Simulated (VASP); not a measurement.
# SnSe2 (P-3m1) in VASP: relaxation of cell and atoms with r2SCAN+D3(BJ)

Aim: the relaxation of cell and atoms of SnSe2 with r2SCAN+D3(BJ).

Everything below comes from runs of VASP 6.6.1. Logs are shortened: lines on timing, memory, paths and dates and some standing lists are left out, and cuts for length are marked.

## (1) The cell of the first run

The structure is trigonal, space group P-3m1 (No. 164). The conventional cell has a = 3.755 Å, b = 3.755 Å, c = 5.744 Å, α = 90.00°, β = 90.00°, γ = 120.00°. Within 3.5 Å of Sn (site symmetry -3m) lie 6 Se at 2.68 Å. Se (site symmetry 3m) has 3 Sn at 2.68 Å and 3 Se at 3.39 Å within 3.5 Å.

## (2) Relaxation of cell and atoms, r2SCAN+D3(BJ), target pressure 5.1 GPa, at which the enthalpy is minimised

POSCAR

```
SnSe2
1.0
    3.7553840490      0.0000000000      0.0000000000
   -1.8776920245      3.2522579874      0.0000000000
    0.0000000000      0.0000000000      5.7444522590
Sn Se
1 2
Direct
    0.0000000000      0.0000000000      0.0000000000
    0.3333333333      0.6666666667      0.2731590200
    0.6666666667      0.3333333333      0.7268409800
```

INCAR.step1

```
  PREC = Accurate
  ENCUT = 600
  ISMEAR = 0
  SIGMA = 0.01
  LREAL = F
  LASPH = T
  NELM = 100
  GGA = PE
  ALGO = Normal
  EDIFF = 1E-4
  LWAVE = T
  LCHARG = F
```

INCAR.step2

```
  PREC = Accurate
  ENCUT = 600
  EDIFF = 1E-7
  ISMEAR = 0
  SIGMA = 0.01
  LREAL = F
  LASPH = T
  NELM = 100
  ALGO = Normal
  ISIF = 3
  LWAVE = F
  LCHARG = F
  METAGGA = R2SCAN
  LMIXTAU = T
  IVDW = 12
  VDW_S6 = 1.0
  VDW_S8 = 0.78981345
  VDW_A1 = 0.49484001
  VDW_A2 = 5.73083694
  IBRION = 2
  NSW = 80
  EDIFFG = -0.002
  PSTRESS = 51.0
  ISTART = 1
```

KPOINTS

```
regular mesh
0
Gamma
  12 12 6
```

Potentials or basis: VASP PAW PBE potentials, release 64 (Sn_d, Se).

Command:

```console
$ cat potpaw_PBE.64/Sn_d/POTCAR potpaw_PBE.64/Se/POTCAR > POTCAR
$ cp INCAR.step1 INCAR
$ mpirun -np 1 vasp_std > vasp.out
$ cp INCAR.step2 INCAR
$ mpirun -np 1 vasp_std > vasp.out
```

OUTCAR:

```text
PREC = Accurate
   ENCUT = 600
   EDIFF = 1E-7
   ISMEAR = 0
   LREAL = F
   LASPH = T
   NELM = 100
   ISIF = 3
   METAGGA = R2SCAN
   IVDW = 12
   IBRION = 2
   NSW = 80
   EDIFFG = -0.002
   PSTRESS = 51.0
   ISTART = 1
 IVDW          = 12

 ion  position               nearest neighbor table
   1  0.000  0.000  0.000-   2 2.68   3 2.68   2 2.68   3 2.68   3 2.68   2 2.68
   2  0.333  0.667  0.273-   1 2.68   1 2.68   1 2.68
   3  0.667  0.333  0.727-   1 2.68   1 2.68   1 2.68

  LATTYP: Found a hexagonal cell.
 ALAT       =     3.7553840490
 C/A-ratio  =     1.5296577351

  Lattice vectors:

 A1 = (   3.7553840490,   0.0000000000,   0.0000000000)
 A2 = (  -1.8776920245,   3.2522579874,   0.0000000000)
 A3 = (   0.0000000000,   0.0000000000,   5.7444522590)

Analysis of symmetry for initial positions (statically):
=====================================================================
 Subroutine PRICEL returns:
 Original cell was already a primitive cell.

 Routine SETGRP: Setting up the symmetry group for a
 hexagonal supercell.

 Subroutine GETGRP returns: Found 12 space group operations
 (whereof 12 operations were pure point group operations)
 out of a pool of 24 trial point group operations.

The static configuration has the point symmetry D_3d.

Analysis of symmetry for dynamics (positions and initial velocities):
=====================================================================
 Subroutine PRICEL returns:
 Original cell was already a primitive cell.

 Routine SETGRP: Setting up the symmetry group for a
 hexagonal supercell.

 Subroutine GETGRP returns: Found 12 space group operations
 (whereof 12 operations were pure point group operations)
 out of a pool of 24 trial point group operations.

The dynamic configuration has the point symmetry D_3d.

 Subroutine INISYM returns: Found 12 space group operations
 (whereof 12 operations are pure point group operations),
 and found     1 'primitive' translations

----------------------------------------------------------------------------------------

                                     Primitive cell

  volume of cell :      70.1597

  direct lattice vectors                    reciprocal lattice vectors
     3.755384049  0.000000000  0.000000000     0.266284350  0.153739341  0.000000000
    -1.877692024  3.252257987  0.000000000     0.000000000  0.307478682  0.000000000
     0.000000000  0.000000000  5.744452259     0.000000000  0.000000000  0.174081001

  length of vectors
     3.755384049  3.755384049  5.744452259     0.307478682  0.307478682  0.174081001

  position of ions in fractional coordinates (direct lattice)
     0.000000000  0.000000000  0.000000000
     0.333333333  0.666666667  0.273159020
     0.666666667  0.333333333  0.726840980

  ion indices of the primitive-cell ions
   primitive index   ion index
                 1           1
                 2           2
                 3           3

----------------------------------------------------------------------------------------

 KPOINTS: regular mesh

Automatic generation of k-mesh.
 Grid dimensions read from file:
 generate k-points for:   12   12    6

 Generating k-lattice:

  Cartesian coordinates                     Fractional coordinates (reciprocal lattice)
     0.022190362  0.012811612  0.000000000     0.083333333  0.000000000  0.000000000
     0.000000000  0.025623224  0.000000000     0.000000000  0.083333333  0.000000000
     0.000000000  0.000000000  0.029013500     0.000000000  0.000000000  0.166666667

  Length of vectors
     0.025623224  0.025623224  0.029013500

  Shift w.r.t. Gamma in fractional coordinates (k-lattice)
     0.000000000  0.000000000  0.000000000

 Subroutine IBZKPT returns following result:
 ===========================================

 Found    100 irreducible k-points:

 Following reciprocal coordinates:
            Coordinates               Weight
  0.000000  0.000000  0.000000      1.000000
  0.083333  0.000000  0.000000      6.000000
  0.166667 -0.000000  0.000000      6.000000
  0.250000  0.000000  0.000000      6.000000
  0.333333 -0.000000  0.000000      6.000000
  0.416667 -0.000000  0.000000      6.000000
[... 16 lines left out ...]
  0.166667 -0.000000  0.166667      6.000000
  0.000000  0.166667  0.166667      6.000000
 [... further k-points ...]
   k-points           NKPTS =    100   k-points in BZ     NKDIM =    100   number of bands    NBANDS=     17
   number of dos      NEDOS =    301   number of ions     NIONS =      3
   total plane-waves  NPLWV =  43200
   dimension x,y,z NGX =    30 NGY =   30 NGZ =   48
   dimension x,y,z NGXF=    60 NGYF=   60 NGZF=   96
   ions per type =               1   2
   NGX,Y,Z   is equivalent  to a cutoff of  13.28, 13.28, 13.89 a.u.
   NGXF,Y,Z  is equivalent  to a cutoff of  26.56, 26.56, 27.78 a.u.
 SYSTEM =  unknown system
   PREC   = accura    normal or accurate (medium, high low for compatibility)
   ISTART =      1    job   : 0-new  1-cont  2-samecut
   ICHARG =      0    charge: 1-file 2-atom 10-const
   ISPIN  =      1    spin polarized calculation?
   LNONCOLLINEAR =      F non collinear calculations
   LSORBIT =      F    spin-orbit coupling
   LASPH  =      T    aspherical Exc in radial PAW
   ENCUT  =  600.0 eV  44.10 Ry    6.64 a.u.   7.50  7.50 11.47*2*pi/ulx,y,z
   NELM   =    100;   NELMIN=  2; NELMDL=  0     # of ELM steps
   EDIFF  = 0.1E-06   stopping-criterion for ELM
   LREAL  =      F    real-space projection
   EDIFFG = -.2E-02   stopping-criterion for IOM
   NSW    =     80    number of steps for IOM
   IBRION =      2    ionic relax: 0-MD 1-quasi-New 2-CG
   NFREE  =      1    steps in history (QN), initial steepest desc. (CG)
   ISIF   =      3    stress and relaxation
   ISYM   =      2    0-nonsym 1-usesym 2-fastsym
   POTIM  = 0.5000    time-step for ionic-motion
   TEBEG  =    0.0;   TEEND  =   0.0 temperature during run
   PSTRESS=   51.0 pullay stress
   NELECT =      26.0000    total number of electrons
   NUPDOWN=      -1.0000    fix difference up-down
   EMIN   =  10.00;   EMAX   =-10.00  energy-range for DOS
   EFERMI =   0.00;   METHOD = LEGACY
   ISMEAR =     0;   SIGMA  =   0.01  broadening in eV -4-tet -1-fermi 0-gaus
   EFERMI_NEDOS =   21; number of points for ismear=-14 and -15
   IALGO  =     38    algorithm
   IMIX   =      4    mixing-type and parameters
     AMIX     =   0.40;   BMIX     =  1.00
     AMIX_MAG =   1.60;   BMIX_MAG =  1.00
  volume/ion in A,a.u.               =      23.39       157.82
  Fermi-wavevector in a.u.,A,eV,Ry     =   1.175899  2.222127 18.813293  1.382738
  Thomas-Fermi vector in A             =   2.312272
   LORBIT       =      0    0 simple, 1 ext, 2 COOP (PROOUT), +10 PAW based schemes
   METAGGA = R2SCAN    functional components
   LHFCALC =     F    Hartree Fock is set to
   AEXX    =    0.0000 exact exchange contribution
   IVDW    =    12    specifies the selected vdW correction
   LEPSILON=     F    determine dielectric tensor
   LRPA    =     F    only Hartree local field effects (RPA)
 conjugate gradient relaxation of ions
 non-spin polarized calculation
 Gauss-broadening in eV      SIGMA  =   0.01
  energy-cutoff  :      600.00
  volume of cell :       70.16
 maximum number of plane-waves:      2369
 NGX is ok and might be reduce to    30
   NGX = 15   NGY = 15   NGZ = 23

--------------------------------------- Ionic step        1  -------------------------------------------

 number of electron      26.0000009 magnetization

 Free energy of the ion-electron system (eV)
  ---------------------------------------------------
  ext. energy  EPLUGINS =         0.00000000
  ---------------------------------------------------
  free energy    TOTEN  =       -54.44588126 eV

  energy without entropy =      -54.44588126  energy(sigma->0) =      -54.44588126

------------------------ aborting loop because EDIFF is reached ----------------------------------------

 Edisp (eV)   -0.56206

 E8    (eV) :    -0.1913

  FORCE on cell =-STRESS in cart. coord.  units (eV):
  Direction    XX          YY          ZZ          XY          YZ          ZX
  --------------------------------------------------------------------------------------
  -------------------------------------------------------------------------------------
  Total       2.27230     2.27230     2.27279     0.00000    -0.00000     0.00000
  in kB      51.89058    51.89058    51.90172     0.00000    -0.00000     0.00000
  external pressure =        0.89 kB  Pullay stress =       51.00 kB
[... 282 lines left out ...]
  enthalpy is  TOTEN    =       -52.7746740659 eV   P V=        2.2338883905

--------------------------------------- Ionic step        8  -------------------------------------------

 number of electron      26.0000009 magnetization

 Free energy of the ion-electron system (eV)
  ---------------------------------------------------
  ext. energy  EPLUGINS =         0.00000000
  ---------------------------------------------------
  free energy    TOTEN  =       -54.44646686 eV

  energy without entropy =      -54.44646686  energy(sigma->0) =      -54.44646686

 E-fermi :   5.4221     XC(G=0): -10.5906

 val. band max:        5.3757831541   @ k =   0.0833   0.0833   0.0000
 cond. band min:       5.8566966708   @ k =   0.0000   0.4167   0.3333
 fundamental gap:      0.4809135168
 Fermi energy:         5.4220646480

 k-point     1 :       0.0000    0.0000    0.0000
  band No.  band energies     occupation
      1     -16.9697      2.00000
      2     -16.9697      2.00000
      3     -16.9051      2.00000
      4     -16.8940      2.00000
      5     -16.8940      2.00000
      6      -9.8380      2.00000
[... 9 lines left out ...]
     16      10.2464      0.00000
     17      10.2464      0.00000
[... 443 lines left out ...]
      1     -16.9867      2.00000
      2     -16.9597      2.00000
      3     -16.9027      2.00000
      4     -16.8941      2.00000
      5     -16.8910      2.00000
      6      -9.4586      2.00000
[... 9 lines left out ...]
     16      10.6934      0.00000
     17      10.8771      0.00000

 [... further k-points ...]

------------------------ aborting loop because EDIFF is reached ----------------------------------------

 Edisp (eV)   -0.56196

 E8    (eV) :    -0.1913

  FORCE on cell =-STRESS in cart. coord.  units (eV):
  Direction    XX          YY          ZZ          XY          YZ          ZX
  --------------------------------------------------------------------------------------
  -------------------------------------------------------------------------------------
  Total       2.23972     2.23972     2.22814     0.00000     0.00000    -0.00000
  in kB      51.13623    51.13623    50.87191     0.00000     0.00000    -0.00000
  external pressure =        0.05 kB  Pullay stress =       51.00 kB
[... 18 lines left out ...]
  FREE ENERGIE OF THE ION-ELECTRON SYSTEM (eV)
  ---------------------------------------------------
  free  energy   TOTEN  =       -55.0084273814 eV

  energy  without entropy=      -55.0084273814  energy(sigma->0) =      -55.00842738

  enthalpy is  TOTEN    =       -52.7746740847 eV   P V=        2.2337532967

 reached required accuracy - stopping structural energy minimisation
```

Wall time 45 min (1 thread of Intel Xeon Platinum 8375C at 2.90GHz (Ice Lake), shared host); peak memory 0.34 GiB.

What came out:

* Free energy: -55.0084 eV
* Relaxed volume: 23.39 Å³/atom
* Relaxed cell: a = 3.756 Å, b = 3.756 Å, c = 5.743 Å, α = 90.00°, β = 90.00°, γ = 120.00°
* Space group after relaxing (to 0.1 Å): P-3m1 (No. 164)
* Energy change on relaxing (the run minimises the enthalpy): -0.2 meV/atom
* Ionic steps: 8
* Pressure after relaxing: 5.1 GPa
* Band gap on the k mesh: 0.48 eV (least direct gap 1.36 eV)
* Dispersion energy per atom: -0.187 eV

The path:
```tsv
step	energy change (eV)	largest force (eV/Å)	pressure (GPa)	volume (Å³)
1	0.0000	0.0187	5.19	70.16
2	-0.0042	0.0084	4.97	70.29
3	-0.0019	0.0069	5.09	70.22
4	-0.0020	0.0059	5.09	70.22
5	-0.0020	0.0062	5.09	70.22
6	-0.0016	0.0045	5.09	70.21
7	-0.0006	0.0004	5.10	70.18
8	-0.0005	0.0010	5.10	70.17
```

Final structure:
```yaml
crystal:
  lattice:
    - [3.75628, 0.00000, 0.00000]
    - [-1.87814, 3.25304, 0.00000]
    - [0.00000, 0.00000, 5.74286]
  atoms:
    - { symbol: Sn, position: [0.00000, 0.00000, 0.00000] }
    - { symbol: Se, position: [0.33333, 0.66667, 0.27345] }
    - { symbol: Se, position: [0.66667, 0.33333, 0.72655] }
```

Caveat: the cell is relaxed towards a set pressure, so the run minimises the enthalpy, not the energy; semilocal functionals underestimate gaps, and a narrow one can read as zero; the PAW data sets were made with another functional, which shifts forces and pressure a little; spin-orbit coupling is left out, which moves the levels of the heavy elements.
